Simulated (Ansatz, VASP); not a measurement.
# InSb in VASP and in Ansatz

The input POSCAR:

```
InSb
1.0
    0.0000000000      3.2397000000      3.2397000000
    3.2397000000      0.0000000000      3.2397000000
    3.2397000000      3.2397000000      0.0000000000
In Sb
1 1
Direct
    0.0000000000      0.0000000000      0.0000000000
    0.2500000000      0.2500000000      0.2500000000
```

File INCAR.step1:

```
PREC = Accurate
ENCUT = 520
ISMEAR = 0
SIGMA = 0.01
LREAL = F
LASPH = T
NELM = 150
MAGMOM = 0 0 0 0 0 0
LSORBIT = T
GGA_COMPAT = F
NBANDS = 30
GGA = PE
ALGO = Normal
EDIFF = 1E-4
LWAVE = T
LCHARG = F
```

INCAR.step2

```
PREC = Accurate
ENCUT = 520
EDIFF = 1E-6
ISMEAR = 0
SIGMA = 0.01
LREAL = F
LASPH = T
NELM = 150
ALGO = Normal
ISIF = 2
LWAVE = F
LCHARG = F
MAGMOM = 0 0 0 0 0 0
LORBIT = 11
LSORBIT = T
GGA_COMPAT = F
LORBMOM = T
METAGGA = R2SCAN
LMIXTAU = T
NBANDS = 30
ISTART = 1
```

KPOINTS

```
Automatic mesh
0
Gamma
  10 10 10
```

Input for Ansatz:

```yaml
crystal:
  lattice:
    - [0.0, 3.2397, 3.2397]
    - [3.2397, 0.0, 3.2397]
    - [3.2397, 3.2397, 0.0]
  atoms:
    - { symbol: In, position: [0.0, 0.0, 0.0] }
    - { symbol: Sb, position: [0.25, 0.25, 0.25] }
scf:
  occupations: { method: gaussian, width: 0.01 }
  n_extra_bands: 8
output:
  eigenvalues: true
  eigenstates:
    kpoints:
      - [0, 0, 0]
      - [0, 0.0015, 0.0015]
      - [0, 0.003, 0.003]
      - [0, 0.0045, 0.0045]
      - [0, 0.006, 0.006]
      - [0.001061, 0.001061, 0.002121]
      - [0.002121, 0.002121, 0.004243]
      - [0.003182, 0.003182, 0.006364]
      - [0.004243, 0.004243, 0.008485]
    e_range: [-1.5, 2]
  write_density: true
  write_potential: true
  elf: true
  volumetric_format: npy
hamiltonian:
  xc: r2scan
  pseudopotentials: { kind: paw_fr }
kpoints:
  mp_grid: { grid: [10, 10, 10] }
magnetization:
  noncollinear: true
  spin_orbit: true
```

Alike in both runs: task single point; functional r2SCAN; k mesh 10 × 10 × 10; occupations gaussian, width 0.01 eV; non-collinear spin, spin-orbit coupling.

|  | VASP | Ansatz |
| --- | --- | --- |
| version | VASP 6.6.1 | Ansatz 0.2.0 |
| potentials or method | VASP PAW PBE potentials, release 64 (In_d, Sb) | plane waves, PAW |
| plane-wave cutoff (eV) | 520 | 500 |
| valence electrons in the cell | 18 | 28 |

|  | VASP | Ansatz | Ansatz less VASP |
| --- | --- | --- | --- |
| net moment per atom (μB) | 0.00 | 0.00 | 0.000 |

VASP's potentials were made for PBE, not for r2SCAN. VASP's potentials hold 18 valence electrons a cell and Ansatz's 28, so a difference there can come from the potentials and not from the codes.
